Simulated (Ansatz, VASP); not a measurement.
**NaCl in VASP and in Ansatz**

```
Na Cl
1.0
     0.00000    2.77439    2.77439
     2.77439    0.00000    2.77439
     2.77439    2.77439    0.00000
Na Cl
1 1
Direct
  0.00000 0.00000 0.00000
  0.50000 0.50000 0.50000
```

Alike in both runs: task single point; functional r2SCAN; k mesh 6 × 6 × 6; no spin polarisation.

```csv
,VASP,Ansatz
version,VASP 6.6.1,Ansatz 0.2.0
potentials or method,"VASP PAW PBE potentials, release 64 (Na_pv, Cl)","plane waves, PAW"
plane-wave cutoff (eV),520,500
occupations,"gaussian, width 0.01 eV",fixed
valence electrons in the cell,14,16
```

Ansatz gave:

```
gap on the k mesh at the Fermi level (eV) : 6.11
pressure (GPa)                            : 0.9
```

Q: Estimate VASP's values.

A: gap on the k mesh at the Fermi level (eV): 6.13; pressure (GPa): 0.8.

VASP's potentials were made for PBE, not for r2SCAN. VASP's potentials hold 14 valence electrons a cell and Ansatz's 16, so a difference there can come from the potentials and not from the codes.
